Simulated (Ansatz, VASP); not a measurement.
# Two plane-wave programs on BP

```
B P
1.0
     0.00000    2.22779    2.22779
     2.22779    0.00000    2.22779
     2.22779    2.22779    0.00000
B P
1 1
Cartesian
  0.0000 0.0000 0.0000
  1.1139 1.1139 1.1139
```

Alike in both runs: task single point; functional PBE; k mesh 8 × 8 × 8; no spin polarisation.

|  | VASP | Ansatz |
| --- | --- | --- |
| version | VASP 6.6.1 | Ansatz 0.2.0 |
| potentials or method | VASP PAW PBE potentials, release 64 (B, P) | plane waves, PAW |
| plane-wave cutoff (eV) | 500 | 420 |
| occupations | gaussian, width 0.01 eV | fixed |
| valence electrons in the cell | 8 | 8 |

```csv
,VASP,Ansatz,Ansatz less VASP
gap on the k mesh at the Fermi level (eV),1.20,1.21,+0.004
pressure (GPa),11.0,11.3,+0.29
```
